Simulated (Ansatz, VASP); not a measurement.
**Two plane-wave programs on Co**

```
Co
1.0
    -1.40480    1.40480    1.40480
     1.40480   -1.40480    1.40480
     1.40480    1.40480   -1.40480
Co
1
Direct
  0.00000 0.00000 0.00000
```

Alike in both runs: functional PBE; k mesh 20 × 20 × 20; occupations gaussian, width 0.1 eV; collinear spin.

Ansatz relaxed the structure, and its values are those at the end. VASP's run is a single point on that final structure, the one shown.

|  | VASP | Ansatz |
| --- | --- | --- |
| version | VASP 6.6.1 | Ansatz 0.2.0 |
| potentials or method | VASP PAW PBE potentials, release 64 (Co), cutoff 520 eV | scalar-relativistic, plane waves, PAW |
| valence electrons in the cell | 9 | 17 |

VASP gave:

| Property | Result |
| --- | --- |
| gap on the k mesh at the Fermi level (eV) | none |
| pressure (GPa) | -0.8 |
| net moment per atom (μB) | 1.73 |
| size of the moment on the site where the two differ most (μB) | 1.75 |

Question: What did Ansatz give for the same quantities?

Answer: gap on the k mesh at the Fermi level (eV): none; pressure (GPa): 0.0; net moment per atom (μB): 1.74; size of the moment on the site where the two differ most (μB): 1.81.

Site moments also hang on the region over which each program counts them. A gap of «none» marks a metal or a gap that the smearing closes. VASP's potentials hold 9 valence electrons a cell and Ansatz's 17, so a difference there can come from the potentials and not from the codes.
